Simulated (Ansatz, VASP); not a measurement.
# SnO: VASP beside Ansatz

Contents of INCAR:

```
PREC     = Accurate       # precision mode
ENCUT    = 520            # plane-wave cutoff, eV
EDIFF    = 1E-6           # SCF threshold, eV
ISMEAR   = 0              # smearing method
SIGMA    = 0.05           # smearing width, eV
LREAL    = F              # projectors in reciprocal space
LASPH    = T              # aspherical terms in the spheres
NELM     = 80             # most SCF steps
ALGO     = Normal         # electronic algorithm
ISIF     = 2              # what is computed and relaxed
LWAVE    = F              # write WAVECAR
LCHARG   = F              # write CHGCAR
LDIPOL   = T            
IDIPOL   = 3            
DIPOL    = 0.5 0.5 0.399
GGA      = PE             # functional
IVDW     = 12             # dispersion correction
NBANDS   = 50             # bands
```

File KPOINTS:

```
regular mesh
0
Gamma
  7 7 1
```

File POSCAR:

```
SnO
1.0
    3.8201630918      0.0000000000      0.0000000000
    0.0000000000      3.8201630918      0.0000000000
    0.0000000000      0.0000000000     22.2260821141
Sn O
4 4
Direct
    0.7500000000      0.2500000000      0.2024648328
    0.2500000000      0.7500000000      0.3087832134
    0.3750000000      1.2500000000      0.4887519537
   -0.1250000000      1.7500000000      0.5950703343
    0.2500000000      0.2500000000      0.2556240231
    0.7500000000      0.7500000000      0.2556240231
   -0.1250000000      1.2500000000      0.5419111440
    0.3750000000      1.7500000000      0.5419111440
```

Input for Ansatz:

```yaml
crystal:
  lattice:
    - [3.8201630918, 0.0, 0.0]
    - [0.0, 3.8201630918, 0.0]
    - [0.0, 0.0, 22.2260821141]
  atoms:
    - { symbol: Sn, position: [0.75, 0.25, 0.2024648328] }
    - { symbol: O, position: [0.25, 0.25, 0.2556240231] }
    - { symbol: O, position: [0.75, 0.75, 0.2556240231] }
    - { symbol: Sn, position: [0.25, 0.75, 0.3087832134] }
    - { symbol: Sn, position: [0.375, 1.25, 0.4887519537] }
    - { symbol: O, position: [-0.125, 1.25, 0.541911144] }
    - { symbol: O, position: [0.375, 1.75, 0.541911144] }
    - { symbol: Sn, position: [-0.125, 1.75, 0.5950703343] }
basis:
  ecutwfc: 420
kpoints:
  mp_grid: { grid: [7, 7, 1] }
hamiltonian:
  xc: pbe
  pseudopotentials: { kind: paw, azcp: { folder: soft_1 } }
  dispersion: d3bj
scf:
  occupations: { method: gaussian, width: 0.05 }
output:
  forces: true
  eigenvalues: true
efield:
  axis: 3
  dipole_correction: true
  ramp_width: 0.04
```

Alike in both runs: task single point; functional PBE; dispersion D3(BJ); k mesh 7 × 7 × 1; occupations gaussian, width 0.05 eV; no spin polarisation.

|  | VASP | Ansatz |
| --- | --- | --- |
| version | VASP 6.6.1 | Ansatz 0.2.0 |
| potentials or method | VASP PAW PBE potentials, release 64 (Sn_d, O), cutoff 520 eV | scalar-relativistic, plane waves, PAW |
| valence electrons in the cell | 80 | 80 |

|  | VASP | Ansatz | Ansatz less VASP |
| --- | --- | --- | --- |
| gap on the k mesh at the Fermi level (eV) | 2.38 | 2.38 | +0.007 |
| least direct gap on the mesh (eV) | 2.53 | 2.57 | +0.044 |
| rms of the force components (eV/Å) | 0.046 | 0.014 | -0.0313 |
